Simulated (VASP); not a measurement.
**ZnAu: single point with PBE**

ZnAu:

```
Zn Au
1.0
     3.20872    0.00000    0.00000
     0.00000    3.20872    0.00000
     0.00000    0.00000    3.20872
Zn Au
1 1
Direct
  0.50000 0.50000 0.50000
  0.00000 0.00000 0.00000
```

This cell differs from its parent crystal: volume scaled by 1.06.

```
Program             : VASP 6.6.1
Task                : single point
Functional          : PBE
Potentials or basis : VASP PAW PBE potentials, release 64 (Zn, Au)
Cutoff              : 520 eV
k mesh              : 13 × 13 × 13
Occupations         : fermi-dirac, width 0.05 eV
Spin                : no spin polarisation
```

The pressure is -2.3 GPa.

Levels at points of the mesh, in eV from the Fermi level:
```
           k point  band 9  band 10  band 11  band 12  band 13  band 14
(0.00, 0.00, 0.00)   -3.66    -3.66    -3.66     4.90     4.90     4.90
```

Run time: 20 s on 1 thread of Intel(R) Xeon(R) Platinum 8259CL CPU @ 2.50GHz (Skylake/Cascade Lake) (shared host), peak memory 0.18 GiB.

Caveat: spin-orbit coupling is left out, which moves the levels of the heavy elements.
